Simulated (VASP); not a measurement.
Write the native input for VASP 6.6.1 that does the following.

| Quantity | Value |
| --- | --- |
| Task | single point |
| Functional | r2SCAN |
| Potentials or basis | VASP PAW PBE potentials, release 64 (Fe, Ni) |
| Cutoff | 520 eV |
| k mesh | 12 × 12 × 12 |
| Occupations | gaussian, width 0.05 eV |
| Spin | no spin polarisation |
| Dipole correction | no |
| Further INCAR settings | ALGO = Normal; EDIFF = 1e-07; NBANDS = 27 |

The system is FeNi3.

```
CELL_PARAMETERS angstrom
3.51435 0.00000 0.00000
0.00000 3.51435 0.00000
0.00000 0.00000 3.51435
ATOMIC_POSITIONS crystal
Fe 0.00000 0.00000 0.00000
Ni 0.00000 0.50000 0.50000
Ni 0.50000 0.00000 0.50000
Ni 0.50000 0.50000 0.00000
```

One way to write it, as run:

POSCAR

```
FeNi3
1.0
    3.5143498106      0.0000000000      0.0000000000
    0.0000000000      3.5143498106      0.0000000000
    0.0000000000      0.0000000000      3.5143498106
Fe Ni
1 3
Direct
    0.0000000000      0.0000000000      0.0000000000
    0.0000000000      0.5000000000      0.5000000000
    0.5000000000      0.0000000000      0.5000000000
    0.5000000000      0.5000000000      0.0000000000
```

INCAR.step1

```
SYSTEM = FeNi3
ALGO = Normal
EDIFF = 1E-4
ENCUT = 520
GGA = PE
ISMEAR = 0
LASPH = .TRUE.
LCHARG = .FALSE.
LREAL = .FALSE.
LWAVE = .TRUE.
NBANDS = 27
NELM = 100
PREC = Accurate
SIGMA = 0.05
```

INCAR.step2

```
SYSTEM = FeNi3
ALGO = Normal
EDIFF = 1E-7
ENCUT = 520
ISIF = 2
ISMEAR = 0
ISTART = 1
LASPH = .TRUE.
LCHARG = .FALSE.
LMIXTAU = .TRUE.
LREAL = .FALSE.
LWAVE = .FALSE.
METAGGA = R2SCAN
NBANDS = 27
NELM = 100
PREC = Accurate
SIGMA = 0.05
```

KPOINTS

```
k-points
0
G
  12 12 12
  0 0 0
```

Potentials or basis: VASP PAW PBE potentials, release 64 (Fe, Ni).

Launch:

```console
$ cat potpaw_PBE.64/Fe/POTCAR potpaw_PBE.64/Ni/POTCAR > POTCAR
$ cp INCAR.step1 INCAR
$ mpirun -np 1 vasp_std > vasp.out
$ cp INCAR.step2 INCAR
$ mpirun -np 1 vasp_std > vasp.out
```

It gave:

| Quantity | Value |
| --- | --- |
| Pressure | -11.0 GPa |
| Band gap on the k mesh | zero (bands 19 and 20 overlap by 1.12 eV) |

Caveat: the cell stands under tension; the PAW data sets were made with another functional, which shifts forces and pressure a little; the run has no spin polarisation, though such a crystal can be magnetic.

Run time: 2.9 min on 1 thread of Intel(R) Xeon(R) 6975P-C (Granite Rapids) (shared host), peak memory 0.23 GiB.
